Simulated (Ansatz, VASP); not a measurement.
**AlN in VASP and in Ansatz**

File INCAR:

```
  PREC = Accurate
  ENCUT = 600
  EDIFF = 1E-6
  ISMEAR = 0
  SIGMA = 0.022
  LREAL = False
  LASPH = True
  NELM = 120
  ALGO = Normal
  ISIF = 2
  LWAVE = False
  LCHARG = False
  GGA = PE
  NBANDS = 11
  GGA_COMPAT = False
```

KPOINTS

```
Automatic mesh
0
Gamma
  11 11 11
```

The input POSCAR:

```
AlN
1.0
    0.0000000000      2.0345180000      2.0345180000
    2.0345180000      0.0000000000      2.0345180000
    2.0345180000      2.0345180000      0.0000000000
Al N
1 1
Direct
    0.5000000000      0.5000000000      0.5000000000
    0.0000000000      0.0000000000      0.0000000000
```

File input.yaml:

```yaml
crystal:
  lattice:
    - [0.0, 2.034518, 2.034518]
    - [2.034518, 0.0, 2.034518]
    - [2.034518, 2.034518, 0.0]
  atoms:
    - { symbol: Al, position: [0.5, 0.5, 0.5] }
    - { symbol: "N", position: [0.0, 0.0, 0.0] }
hamiltonian:
  xc: pbe
  pseudopotentials: { kind: paw }
kpoints:
  mp_grid: { grid: [11, 11, 11] }
scf:
  occupations: { method: gaussian, width: 0.022 }
output:
  forces: true
  stress: true
  eigenvalues: true
```

Alike in both runs: task single point; functional PBE; k mesh 11 × 11 × 11; occupations gaussian, width 0.022 eV; no spin polarisation.

|  | VASP | Ansatz |
| --- | --- | --- |
| version | VASP 6.6.1 | Ansatz 0.2.0 |
| potentials or method | VASP PAW PBE potentials, release 64 (Al, N) | Ansatz PAW |
| plane-wave cutoff (eV) | 600 | 420 |
| valence electrons in the cell | 8 | 8 |

Ansatz gave:

- gap on the k mesh at the Fermi level (eV): 4.58
- least direct gap on the mesh (eV): 5.40
- pressure (GPa): 0.3

Q: What did VASP give for the same quantities?

A: gap on the k mesh at the Fermi level (eV): 4.55; least direct gap on the mesh (eV): 5.41; pressure (GPa): -0.1.

Noted on Ansatz's run: odd divisions of the mesh miss points on the zone boundary, where band edges often lie, so the gap on the mesh can be too wide.
